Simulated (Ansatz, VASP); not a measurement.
Two plane-wave programs on Pt

File INCAR:

```
ALGO = Fast
EDIFF = 1E-7
ENCUT = 520
GGA = PS
ISIF = 2
ISMEAR = 0
LASPH = T
LCHARG = F
LREAL = F
LWAVE = F
NBANDS = 11
NELM = 80
PREC = Accurate
SIGMA = 0.15
```

The input KPOINTS:

```
k-points
0
Gamma
  20 20 20
```

Contents of POSCAR:

```
Pt
1.0
    0.0220263750      1.9579000000      1.9579000000
    1.9579000000      0.0220263750      1.9579000000
    1.9799263750      1.9799263750      0.0000000000
Pt
1
Direct
    0.0000000000      0.0000000000      0.0000000000
```

Input for Ansatz:

```yaml
crystal:
  lattice:
    - [0.022026375, 1.9579, 1.9579]
    - [1.9579, 0.022026375, 1.9579]
    - [1.979926375, 1.979926375, 0.0]
  atoms:
    - { symbol: Pt, position: [0.0, 0.0, 0.0] }
basis:
  ecutwfc: 420
kpoints:
  mp_grid: { grid: [20, 20, 20] }
hamiltonian:
  xc: pbesol
scf:
  occupations: { method: gaussian, width: 0.15 }
output:
  forces: true
  stress: true
  eigenvalues: true
  write_density: true
  write_potential: true
  elf: true
  volumetric_format: npy
```

Change from the starting cell: strain +0.0225 x Voigt [0, 0, 0, 0, 0, 1], atoms carried along.

Alike in both runs: task single point; functional PBEsol; k mesh 20 × 20 × 20; occupations gaussian, width 0.15 eV; no spin polarisation.

```csv
,VASP,Ansatz
version,VASP 6.6.1,Ansatz 0.2.0
potentials or method,"VASP PAW PBE potentials, release 64 (Pt), cutoff 520 eV","scalar-relativistic, plane waves, PAW"
valence electrons in the cell,10,18
```

```tsv
	VASP	Ansatz	Ansatz less VASP
gap on the k mesh at the Fermi level (eV)	none	none	-
pressure (GPa)	0.4	0.7	+0.39
traceless stress, the component that is largest in VASP (GPa)	-1.86	-1.84	+0.021
```

VASP's potentials were made for PBE, not for PBEsol. A gap of «none» marks a metal or a gap that the smearing closes. VASP's potentials hold 10 valence electrons a cell and Ansatz's 18, so a difference there can come from the potentials and not from the codes.

Spin-orbit coupling is off throughout.
